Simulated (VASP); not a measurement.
## SiO2: electric field gradients with PBE

Crystal: SiO2.

```
Si O
1.0
     4.97900    0.00000    0.00000
     0.00000    4.97900    0.00000
     0.00000    0.00000    6.95000
Si O
4 8
Direct
  0.30017 0.30017 0.00000
  0.19983 0.80017 0.25000
  0.69983 0.69983 0.50000
  0.80017 0.19983 0.75000
  0.23944 0.10492 0.17852
  0.39508 0.73944 0.42852
  0.76056 0.89508 0.67852
  0.60492 0.26056 0.92852
  0.73944 0.39508 0.57148
  0.89508 0.76056 0.32148
  0.26056 0.60492 0.07148
  0.10492 0.23944 0.82148
```

| Item | Value |
| --- | --- |
| Program | VASP 6.6.1 |
| Task | electric field gradients |
| Functional | PBE |
| Potentials or basis | VASP PAW PBE potentials, release 64 (Si, O) |
| Cutoff | 520 eV |
| k mesh | 5 × 5 × 4 |
| Occupations | fermi-dirac, width 0.02 eV |
| Spin | no spin polarisation |
| Dipole correction | no |
| Further INCAR settings | ALGO = Normal; EDIFF = 1e-08; NBANDS = 44 |

The pressure is 6.4 GPa, the largest force is 0.417 eV/Å and the band gap on the k mesh is 5.77 eV. The largest electric field gradient by atom is Si -3.2; O +87.6 V/Å².

Forces in eV/Å, atoms in the order of the input:
```
Si   0.087  0.087  0.000
Si  -0.087  0.087  0.000
Si  -0.087 -0.087  0.000
Si   0.087 -0.087  0.000
O   -0.074  0.099  0.399
O   -0.099 -0.074  0.399
O    0.074 -0.099  0.399
O    0.099  0.074  0.399
O   -0.074 -0.099 -0.399
O   -0.099  0.074 -0.399
O    0.074  0.099 -0.399
O    0.099 -0.074 -0.399
```

Stress tensor (GPa, compression positive):
```
6.19 0.00 0.00
0.00 6.19 0.00
0.00 0.00 6.88
```

Levels at points of the mesh, in eV from the valence-band top:
| k point | band 28 | band 29 | band 30 | band 31 | band 32 | band 33 | band 34 | band 35 | band 36 | band 37 |
| --- | --- | --- | --- | --- | --- | --- | --- | --- | --- | --- |
| (0.00, 0.00, 0.00) | -1.20 | -0.66 | -0.27 | -0.27 | 0.00 | 5.77 | 8.85 | 8.85 | 9.32 | 9.32 |
| (0.00, 0.00, 0.50) | -0.79 | -0.51 | -0.51 | -0.39 | -0.39 | 7.01 | 7.01 | 9.50 | 9.50 | 9.71 |

Electric field gradients, principal values (V/Å²):
```tsv
atom	least	middle	greatest (by size)
1 Si	0.461	2.762	-3.223
2 Si	0.461	2.762	-3.223
3 Si	0.461	2.762	-3.223
4 Si	0.461	2.762	-3.223
5 O	-37.530	-50.032	87.562
6 O	-37.530	-50.032	87.562
7 O	-37.530	-50.032	87.562
8 O	-37.530	-50.032	87.562
9 O	-37.530	-50.032	87.562
10 O	-37.530	-50.032	87.562
11 O	-37.530	-50.032	87.562
12 O	-37.530	-50.032	87.562
```

It took 99 s on 1 thread of Intel(R) Xeon(R) Platinum 8488C (Sapphire Rapids) (shared host), peak memory 0.31 GiB.

Caveat: the cell stands under pressure; without QUAD_EFG the Cq values of the log hold for a quadrupole moment of 1 mb, not for the nuclei; an odd mesh through Γ misses points on the zone boundary, where band edges can lie.
